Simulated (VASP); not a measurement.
Mo: single point with PBE

The system is Mo.

```xyz
1
Lattice="0.1575 2.0190 1.9118 2.1247 -0.0264 2.0958 2.0300 2.1082 0.0684" Properties=species:S:1:pos:R:3 pbc="T T T"
Mo    0.0000    0.0000    0.0000
```

```
Program             : VASP 6.6.1
Task                : single point
Functional          : PBE
Potentials or basis : VASP PAW PBE potentials, release 64 (Mo_sv)
Cutoff              : 520 eV
k mesh              : 20 × 18 × 19
Occupations         : fermi-dirac, width 0.05 eV
Spin                : no spin polarisation
```

The pressure is -0.8 GPa and the band gap on the k mesh is zero (bands 7 and 8 overlap by 3.95 eV).

Stress tensor (GPa, compression positive):
```
-1.03  2.85 -1.26
 2.85  2.48 -1.01
-1.26 -1.01 -3.87
```

Levels at points of the mesh, in eV from the Fermi level:
```tsv
k point	band 3	band 4	band 5	band 6	band 7	band 8	band 9	band 10	band 11	band 12
(0.00, 0.00, 0.00)	-34.40	-34.11	-6.87	-1.85	-1.71	0.52	1.51	2.29	12.82	16.98
(0.50, 0.00, 0.00)	-34.73	-34.63	-4.83	-1.71	-1.23	2.52	3.52	4.57	11.89	12.26
(0.00, 0.50, 0.00)	-34.49	-34.22	-4.75	-2.10	0.42	0.57	3.09	3.88	9.64	13.15
(0.50, 0.50, 0.00)	-34.91	-34.73	-5.10	-4.45	3.12	3.88	4.29	4.93	11.27	12.61
```

Run time: 3.5 min on 1 thread of Intel(R) Xeon(R) 6975P-C (Granite Rapids), on a shared host, peak memory 0.73 GiB.

Caveat: the stress differs along the axes, from -4 to 2 GPa.
